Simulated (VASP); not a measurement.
A run of VASP 6.6.1:

File INCAR:

```
PREC = Accurate
ENCUT = 520
EDIFF = 1E-6
ISMEAR = 0
SIGMA = 0.05
LREAL = F
LASPH = T
NELM = 100
ALGO = Normal
ISIF = 2
LWAVE = F
LCHARG = T
GGA = PE
LELF = T
LVHAR = T
NBANDS = 18
```

Contents of KPOINTS:

```
regular mesh
0
Gamma
  18 18 8
```

Contents of POSCAR:

```
Ag
1.0
    2.9300000000      0.0000000000      0.0000000000
   -1.4650000000      2.5374544300      0.0000000000
    0.0000000000      0.0000000000      4.7900000000
Ag
2
Direct
    0.3333333300      0.6666666700      0.2500000000
    0.6666666700      0.3333333300      0.7500000000
```

Potentials or basis: VASP PAW PBE potentials, release 64 (Ag).

Run with:

```sh
$ cat potpaw_PBE.64/Ag/POTCAR > POTCAR
$ mpirun -np 1 vasp_std > vasp.out
```

Hardware: 1 thread of Intel Xeon 8259CL, on a shared host.

Question: How long does it take, and how much memory?

Answer: Wall time 78 s on 1 thread of Intel Xeon 8259CL, on a shared host, peak memory 0.23 GiB. Counts: scf iterations 11, k points 185.
